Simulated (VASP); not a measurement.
# BiTe (Fm-3m) in VASP: settings compared

Aim: see how the results for BiTe move with the level of theory and the settings. Levels: LDA, r2SCAN. Tasks: single point.

All numbers are computed with VASP 6.6.1; they aren't measurements. Logs are shortened: lines on timing, memory, paths and dates and some standing lists are left out, and cuts for length are marked.

## Step 1: The cell of the first run

The structure is cubic, space group Fm-3m (No. 225). Conventional cell: a = 6.555 Å, b = 6.555 Å, c = 6.555 Å, α = 90.00°, β = 90.00°, γ = 90.00°. Bi (site symmetry m-3m) has 6 Te at 3.28 Å within 4.3 Å. Te (site symmetry m-3m) has 6 Bi at 3.28 Å within 4.3 Å.

## Step 2: Single point, LDA

The input, INCAR:

```
PREC = Accurate ; ENCUT = 520
EDIFF = 1E-6 ; ISMEAR = -1
SIGMA = 0.05 ; LREAL = F
LASPH = T ; NELM = 60
ALGO = Normal ; ISIF = 2
LWAVE = F ; LCHARG = F
NBANDS = 18
```

The input, KPOINTS:

```
regular mesh
0
Gamma
  7 7 7
```

The input, POSCAR:

```
BiTe
1.0
    0.0000000000      3.2775706714      3.2775706714
    3.2775706714      0.0000000000      3.2775706714
    3.2775706714      3.2775706714      0.0000000000
Bi Te
1 1
Direct
    0.0000000000      0.0000000000      0.0000000000
    0.5000000000      0.5000000000      0.5000000000
```

Potentials or basis: VASP PAW LDA potentials, release 64 (Bi_d, Te).

Command:

```sh
$ cat potpaw_LDA.64/Bi_d/POTCAR potpaw_LDA.64/Te/POTCAR > POTCAR
$ mpirun -np 1 vasp_std > vasp.out
```

OUTCAR:

```text
PREC = Accurate
   ENCUT = 520
   EDIFF = 1E-6
   ISMEAR = -1
   LREAL = F
   LASPH = T
   NELM = 60
   ISIF = 2

 ion  position               nearest neighbor table
   1  0.000  0.000  0.000-   2 3.28   2 3.28   2 3.28   2 3.28   2 3.28   2 3.28
   2  0.500  0.500  0.500-   1 3.28   1 3.28   1 3.28   1 3.28   1 3.28   1 3.28

  LATTYP: Found a face centered cubic cell.
 ALAT       =     6.5551413428

  Lattice vectors:

 A1 = (   0.0000000000,   3.2775706714,   3.2775706714)
 A2 = (   3.2775706714,   0.0000000000,   3.2775706714)
 A3 = (   3.2775706714,   3.2775706714,   0.0000000000)

Analysis of symmetry for initial positions (statically):
=====================================================================
 Subroutine PRICEL returns:
 Original cell was already a primitive cell.

 Routine SETGRP: Setting up the symmetry group for a
 face centered cubic supercell.

 Subroutine GETGRP returns: Found 48 space group operations
 (whereof 48 operations were pure point group operations)
 out of a pool of 48 trial point group operations.

The static configuration has the point symmetry O_h .

Analysis of symmetry for dynamics (positions and initial velocities):
=====================================================================
 Subroutine PRICEL returns:
 Original cell was already a primitive cell.

 Routine SETGRP: Setting up the symmetry group for a
 face centered cubic supercell.

 Subroutine GETGRP returns: Found 48 space group operations
 (whereof 48 operations were pure point group operations)
 out of a pool of 48 trial point group operations.

The dynamic configuration has the point symmetry O_h .

 Subroutine INISYM returns: Found 48 space group operations
 (whereof 48 operations are pure point group operations),
 and found     1 'primitive' translations

----------------------------------------------------------------------------------------

                                     Primitive cell

  volume of cell :      70.4184

  direct lattice vectors                    reciprocal lattice vectors
     0.000000000  3.277570671  3.277570671    -0.152552012  0.152552012  0.152552012
     3.277570671  0.000000000  3.277570671     0.152552012 -0.152552012  0.152552012
     3.277570671  3.277570671  0.000000000     0.152552012  0.152552012 -0.152552012

  length of vectors
     4.635184895  4.635184895  4.635184895     0.264227835  0.264227835  0.264227835

  position of ions in fractional coordinates (direct lattice)
     0.000000000  0.000000000  0.000000000
     0.500000000  0.500000000  0.500000000

  ion indices of the primitive-cell ions
   primitive index   ion index
                 1           1
                 2           2

----------------------------------------------------------------------------------------

 KPOINTS: regular mesh

Automatic generation of k-mesh.
 Grid dimensions read from file:
 generate k-points for:    7    7    7

 Generating k-lattice:

  Cartesian coordinates                     Fractional coordinates (reciprocal lattice)
    -0.021793145  0.021793145  0.021793145     0.142857143  0.000000000  0.000000000
     0.021793145 -0.021793145  0.021793145     0.000000000  0.142857143  0.000000000
     0.021793145  0.021793145 -0.021793145     0.000000000  0.000000000  0.142857143

  Length of vectors
     0.037746834  0.037746834  0.037746834

  Shift w.r.t. Gamma in fractional coordinates (k-lattice)
     0.000000000  0.000000000  0.000000000

 Subroutine IBZKPT returns following result:
 ===========================================

 Found     20 irreducible k-points:

 Following reciprocal coordinates:
            Coordinates               Weight
  0.000000  0.000000  0.000000      1.000000
  0.142857  0.000000  0.000000      8.000000
  0.285714  0.000000  0.000000      8.000000
  0.428571  0.000000  0.000000      8.000000
  0.142857  0.142857  0.000000      6.000000
  0.285714  0.142857  0.000000     24.000000
[... 12 lines left out ...]
 -0.428571  0.428571  0.142857     24.000000
 -0.285714  0.428571  0.142857     24.000000
   k-points           NKPTS =     20   k-points in BZ     NKDIM =     20   number of bands    NBANDS=     18
   number of dos      NEDOS =    301   number of ions     NIONS =      2
   total plane-waves  NPLWV =  46656
   dimension x,y,z NGX =    36 NGY =   36 NGZ =   36
   dimension x,y,z NGXF=    72 NGYF=   72 NGZF=   72
   ions per type =               1   1
   NGX,Y,Z   is equivalent  to a cutoff of  12.91, 12.91, 12.91 a.u.
   NGXF,Y,Z  is equivalent  to a cutoff of  25.82, 25.82, 25.82 a.u.
 SYSTEM =  unknown system
   PREC   = accura    normal or accurate (medium, high low for compatibility)
   ISTART =      0    job   : 0-new  1-cont  2-samecut
   ICHARG =      2    charge: 1-file 2-atom 10-const
   ISPIN  =      1    spin polarized calculation?
   LNONCOLLINEAR =      F non collinear calculations
   LSORBIT =      F    spin-orbit coupling
   LASPH  =      T    aspherical Exc in radial PAW
   ENCUT  =  520.0 eV  38.22 Ry    6.18 a.u.   8.62  8.62  8.62*2*pi/ulx,y,z
   NELM   =     60;   NELMIN=  2; NELMDL= -5     # of ELM steps
   EDIFF  = 0.1E-05   stopping-criterion for ELM
   LREAL  =      F    real-space projection
   EDIFFG = 0.1E-04   stopping-criterion for IOM
   NSW    =      0    number of steps for IOM
   IBRION =     -1    ionic relax: 0-MD 1-quasi-New 2-CG
   NFREE  =      0    steps in history (QN), initial steepest desc. (CG)
   ISIF   =      2    stress and relaxation
   ISYM   =      2    0-nonsym 1-usesym 2-fastsym
   POTIM  = 0.5000    time-step for ionic-motion
   TEBEG  =    0.0;   TEEND  =   0.0 temperature during run
   PSTRESS=    0.0 pullay stress
   NELECT =      21.0000    total number of electrons
   NUPDOWN=      -1.0000    fix difference up-down
   EMIN   =  10.00;   EMAX   =-10.00  energy-range for DOS
   EFERMI =   0.00;   METHOD = LEGACY
   ISMEAR =    -1;   SIGMA  =   0.05  broadening in eV -4-tet -1-fermi 0-gaus
   EFERMI_NEDOS =   21; number of points for ismear=-14 and -15
   IALGO  =     38    algorithm
   IMIX   =      4    mixing-type and parameters
     AMIX     =   0.40;   BMIX     =  1.00
     AMIX_MAG =   1.60;   BMIX_MAG =  1.00
  volume/ion in A,a.u.               =      35.21       237.60
  Fermi-wavevector in a.u.,A,eV,Ry     =   1.093753  2.066893 16.276586  1.196295
  Thomas-Fermi vector in A             =   2.230044
   LORBIT       =      0    0 simple, 1 ext, 2 COOP (PROOUT), +10 PAW based schemes
   GGA     = CA    functional components
   LHFCALC =     F    Hartree Fock is set to
   AEXX    =    0.0000 exact exchange contribution
   IVDW    =     0    specifies the selected vdW correction
   LEPSILON=     F    determine dielectric tensor
   LRPA    =     F    only Hartree local field effects (RPA)
 non-spin polarized calculation
  energy-cutoff  :      520.00
  volume of cell :       70.42
 maximum number of plane-waves:      1917
   NGX = 17   NGY = 17   NGZ = 17

 number of electron      20.9999994 magnetization

 Free energy of the ion-electron system (eV)
  ---------------------------------------------------
  ext. energy  EPLUGINS =         0.00000000
  ---------------------------------------------------
  free energy    TOTEN  =        -8.41527369 eV

  energy without entropy =       -8.39492048  energy(sigma->0) =       -8.40509708

 E-fermi :   5.9714     XC(G=0):  -9.5048

 val. band max:        5.9399785885   @ k =  -0.4286   0.1429   0.0000
 cond. band min:       6.0076746082   @ k =   0.1429   0.1429   0.0000
 fundamental gap:      0.0676960197
 Fermi energy:         5.9713702125

 k-point     1 :       0.0000    0.0000    0.0000
  band No.  band energies     occupation
      1     -17.0929      2.00000
      2     -17.0929      2.00000
      3     -17.0882      2.00000
      4     -17.0882      2.00000
      5     -17.0882      2.00000
      6      -7.2993      2.00000
[... 10 lines left out ...]
     17      11.8372      0.00000
     18      12.5576      0.00000

 k-point     2 :       0.1429    0.0000    0.0000
  band No.  band energies     occupation
      1     -17.0934      2.00000
      2     -17.0934      2.00000
      3     -17.0879      2.00000
      4     -17.0873      2.00000
      5     -17.0873      2.00000
      6      -7.1271      2.00000
[... 10 lines left out ...]
     17      12.9375      0.00000
     18      13.5461      0.00000

 k-point     3 :       0.2857    0.0000    0.0000
  band No.  band energies     occupation
      1     -17.0949      2.00000
      2     -17.0949      2.00000
      3     -17.0872      2.00000
      4     -17.0849      2.00000
      5     -17.0849      2.00000
      6      -6.6217      2.00000
[... 10 lines left out ...]
     17      14.8491      0.00000
     18      15.5582      0.00000

 k-point     4 :       0.4286    0.0000    0.0000
  band No.  band energies     occupation
      1     -17.0962      2.00000
      2     -17.0962      2.00000
      3     -17.0867      2.00000
      4     -17.0828      2.00000
      5     -17.0828      2.00000
      6      -5.8275      2.00000
[... 291 lines left out ...]
      4     -17.0837      2.00000
      5     -17.0813      2.00000
      6      -5.5576      2.00000
[... 10 lines left out ...]
     17      14.9033      0.00000
     18      16.2535      0.00000

 k-point    19 :      -0.4286    0.4286    0.1429
  band No.  band energies     occupation
      1     -17.1017      2.00000
      2     -17.0911      2.00000
      3     -17.0889      2.00000
      4     -17.0818      2.00000
      5     -17.0798      2.00000
      6      -5.5715      2.00000
[... 10 lines left out ...]
     17      15.8040      0.00000
     18      16.1753      0.00000

 k-point    20 :      -0.2857    0.4286    0.1429
  band No.  band energies     occupation
      1     -17.1003      2.00000
      2     -17.0926      2.00000
      3     -17.0863      2.00000
      4     -17.0840      2.00000
      5     -17.0799      2.00000
      6      -5.1950      2.00000
[... 10 lines left out ...]
     17      15.1991      0.00000
     18      15.9852      0.00000

------------------------ aborting loop because EDIFF is reached ----------------------------------------

  FORCE on cell =-STRESS in cart. coord.  units (eV):
  Direction    XX          YY          ZZ          XY          YZ          ZX
  --------------------------------------------------------------------------------------
  -------------------------------------------------------------------------------------
  Total       -1.8451672     -1.8451672     -1.8451672      0.0000000     -0.0000000      0.0000000
  in kB      -41.9817099    -41.9817099    -41.9817099      0.0000000     -0.0000000      0.0000000
  external PRESSURE =     -41.9817099 kB  Pullay stress =       0.0000000 kB

 VOLUME and BASIS-vectors are now :
 -----------------------------------------------------------------------------
  energy-cutoff  :      520.00
  volume of cell :       70.42
      direct lattice vectors                 reciprocal lattice vectors
     0.000000000  3.277570671  3.277570671    -0.152552012  0.152552012  0.152552012
     3.277570671  0.000000000  3.277570671     0.152552012 -0.152552012  0.152552012
     3.277570671  3.277570671  0.000000000     0.152552012  0.152552012 -0.152552012

 POSITION                                       TOTAL-FORCE (eV/Angst)
 -----------------------------------------------------------------------------------
      0.00000      0.00000      0.00000         0.000000      0.000000     -0.000000
      3.27757      3.27757      3.27757        -0.000000      0.000000      0.000000
 -----------------------------------------------------------------------------------
    total drift:                               -0.000000      0.000000      0.000000

  FREE ENERGIE OF THE ION-ELECTRON SYSTEM (eV)
  ---------------------------------------------------
  free  energy   TOTEN  =        -8.4152736885 eV

  energy  without entropy=       -8.3949204759  energy(sigma->0) =       -8.40509708
```

It took 7.6 s on 1 thread of Intel Xeon 6975P-C (Granite Rapids), shared host; peak memory 0.18 GiB.

Results:

* Free energy: -8.4153 eV
* Pressure: -4.2 GPa

Levels at points of the mesh, in eV from the Fermi level:
```csv
k point,band 7,band 8,band 9,band 10,band 11,band 12,band 13,band 14
"(0.00, 0.00, 0.00)",-8.31,-2.42,-2.42,-2.42,2.03,2.03,2.03,4.74
```

Caveat: spin-orbit coupling is left out, which moves the levels of the heavy elements.

## Step 3: Single point, LDA

This run uses another cell than the first one, of 35.89 Å³/atom, 1.019 times its volume.

The input, INCAR:

```
SYSTEM = BiTe
  PREC = Accurate
  ENCUT = 520
  EDIFF = 1E-7
  ISMEAR = -1
  SIGMA = 0.05
  LREAL = .False.
  LASPH = .True.
  NELM = 100
  ALGO = Normal
  ISIF = 2
  LWAVE = .False.
  LCHARG = .False.
  GGA = CA
  NBANDS = 18
```

The input, KPOINTS:

```
regular mesh
0
Gamma
  7 7 7
  0 0 0
```

The input, POSCAR:

```
BiTe
1.0
    0.0000000000      3.2984474805      3.2984474805
    3.2984474805      0.0000000000      3.2984474805
    3.2984474805      3.2984474805      0.0000000000
Bi Te
1 1
Direct
    0.0000000000      0.0000000000      0.0000000000
    0.5000000000      0.5000000000      0.5000000000
```

Potentials or basis: VASP PAW LDA potentials, release 64 (Bi_d, Te).

Command:

```sh
$ cat potpaw_LDA.64/Bi_d/POTCAR potpaw_LDA.64/Te/POTCAR > POTCAR
$ mpirun -np 1 vasp_std > vasp.out
```

OUTCAR:

```text
SYSTEM = BiTe
   PREC = Accurate
   ENCUT = 520
   EDIFF = 1E-7
   ISMEAR = -1
   LREAL = .False.
   LASPH = .True.
   NELM = 100
   ISIF = 2
   GGA = CA

 ion  position               nearest neighbor table
   1  0.000  0.000  0.000-   2 3.30   2 3.30   2 3.30   2 3.30   2 3.30   2 3.30
   2  0.500  0.500  0.500-   1 3.30   1 3.30   1 3.30   1 3.30   1 3.30   1 3.30

  LATTYP: Found a face centered cubic cell.
 ALAT       =     6.5968949610

  Lattice vectors:

[... 597 lines left out ...]
     18      15.6651      0.00000

------------------------ aborting loop because EDIFF is reached ----------------------------------------

  FORCE on cell =-STRESS in cart. coord.  units (eV):
  Direction    XX          YY          ZZ          XY          YZ          ZX
  --------------------------------------------------------------------------------------
  -------------------------------------------------------------------------------------
  Total       -2.1786566     -2.1786566     -2.1786566     -0.0000000     -0.0000000      0.0000000
  in kB      -48.6340727    -48.6340727    -48.6340727     -0.0000000     -0.0000000      0.0000000
  external PRESSURE =     -48.6340727 kB  Pullay stress =       0.0000000 kB

 VOLUME and BASIS-vectors are now :
 -----------------------------------------------------------------------------
  energy-cutoff  :      520.00
  volume of cell :       71.77
      direct lattice vectors                 reciprocal lattice vectors
     0.000000000  3.298447481  3.298447481    -0.151586467  0.151586467  0.151586467
     3.298447481  0.000000000  3.298447481     0.151586467 -0.151586467  0.151586467
     3.298447481  3.298447481  0.000000000     0.151586467  0.151586467 -0.151586467

 POSITION                                       TOTAL-FORCE (eV/Angst)
 -----------------------------------------------------------------------------------
      0.00000      0.00000      0.00000         0.000000      0.000000      0.000000
      3.29845      3.29845      3.29845        -0.000000      0.000000     -0.000000
 -----------------------------------------------------------------------------------
    total drift:                               -0.000000      0.000000      0.000000

  FREE ENERGIE OF THE ION-ELECTRON SYSTEM (eV)
  ---------------------------------------------------
  free  energy   TOTEN  =        -8.3773633572 eV

  energy  without entropy=       -8.3575212667  energy(sigma->0) =       -8.36744231
```

Run time: 9.7 s. Hardware: 1 thread of Intel Xeon 6975P-C (Granite Rapids), shared host; peak memory 0.18 GiB.

Results:

- Free energy: -8.3774 eV
- Pressure: -4.9 GPa

Levels at points of the mesh, in eV from the Fermi level:
| k point | band 7 | band 8 | band 9 | band 10 | band 11 | band 12 | band 13 | band 14 |
| --- | --- | --- | --- | --- | --- | --- | --- | --- |
| (0.00, 0.00, 0.00) | -8.37 | -2.37 | -2.37 | -2.37 | 2.00 | 2.00 | 2.00 | 4.77 |

Caveat: spin-orbit coupling is left out, which moves the levels of the heavy elements.

## Step 4: Single point, r2SCAN

This run uses another cell than the first one, of 31.82 Å³/atom, 0.904 times its volume.

The input, POSCAR:

```
BiTe
1.0
    0.0000000000      3.1689610617      3.1689610617
    3.1689610617      0.0000000000      3.1689610617
    3.1689610617      3.1689610617      0.0000000000
Bi Te
1 1
Direct
    0.0000000000      0.0000000000      0.0000000000
    0.5000000000      0.5000000000      0.5000000000
```

The input, INCAR.step1:

```
SYSTEM = BiTe
  PREC = Accurate
  ENCUT = 520
  ISMEAR = -1
  SIGMA = 0.05
  LREAL = .FALSE.
  LASPH = .TRUE.
  NELM = 100
  NBANDS = 18
  GGA = PE
  ALGO = Normal
  EDIFF = 1E-4
  LWAVE = .TRUE.
  LCHARG = .FALSE.
```

The input, INCAR.step2:

```
SYSTEM = BiTe
  PREC = Accurate
  ENCUT = 520
  EDIFF = 1E-6
  ISMEAR = -1
  SIGMA = 0.05
  LREAL = .FALSE.
  LASPH = .TRUE.
  NELM = 100
  ALGO = Normal
  ISIF = 2
  LWAVE = .FALSE.
  LCHARG = .FALSE.
  METAGGA = R2SCAN
  LMIXTAU = .TRUE.
  NBANDS = 18
  ISTART = 1
```

The input, KPOINTS:

```
Automatic mesh
0
G
  7 7 7
  0 0 0
```

Potentials or basis: VASP PAW PBE potentials, release 64 (Bi_d, Te).

Command:

```sh
$ cat potpaw_PBE.64/Bi_d/POTCAR potpaw_PBE.64/Te/POTCAR > POTCAR
$ cp INCAR.step1 INCAR
$ mpirun -np 1 vasp_std > vasp.out
$ cp INCAR.step2 INCAR
$ mpirun -np 1 vasp_std > vasp.out
```

It took 38 s on 1 thread of Intel Xeon 6975P-C (Granite Rapids), shared host; peak memory 0.22 GiB.

Results (log left out):

- Free energy: -83.9686 eV
- Pressure: 3.7 GPa

Levels at points of the mesh, in eV from the Fermi level:
```
           k point  band 6  band 7  band 8  band 9  band 10  band 11  band 12  band 13  band 14  band 15
(0.00, 0.00, 0.00)  -14.70   -8.12   -3.05   -3.05    -3.05     2.31     2.31     2.31     4.82     4.82
```

Caveat: the PAW data sets were made with another functional, which shifts forces and pressure a little; spin-orbit coupling is left out, which moves the levels of the heavy elements.

## Step 5: The runs side by side

| level | potentials or basis | cell | gap on the mesh (eV) | pressure (GPa) |
| --- | --- | --- | --- | --- |
| LDA | VASP PAW LDA potentials, release 64 (Bi_d, Te) | a = 4.635 Å, angles 60.0°, 2 atoms | none | -4.2 |
| LDA | VASP PAW LDA potentials, release 64 (Bi_d, Te) | a = 4.665 Å, angles 60.0°, 2 atoms | none | -4.9 |
| r2SCAN | VASP PAW PBE potentials, release 64 (Bi_d, Te) | a = 4.482 Å, angles 60.0°, 2 atoms | none | 3.7 |

Alike in all rows: task single point; no spin polarisation; k mesh 7 × 7 × 7; cutoff (eV) 520; smearing fermi-dirac 0.05 eV.

Caveats: spin-orbit coupling is left out, which moves the levels of the heavy elements; the PAW data sets were made with another functional, which shifts forces and pressure a little (some runs).

Absolute energies hang on the potentials; compare differences alone.
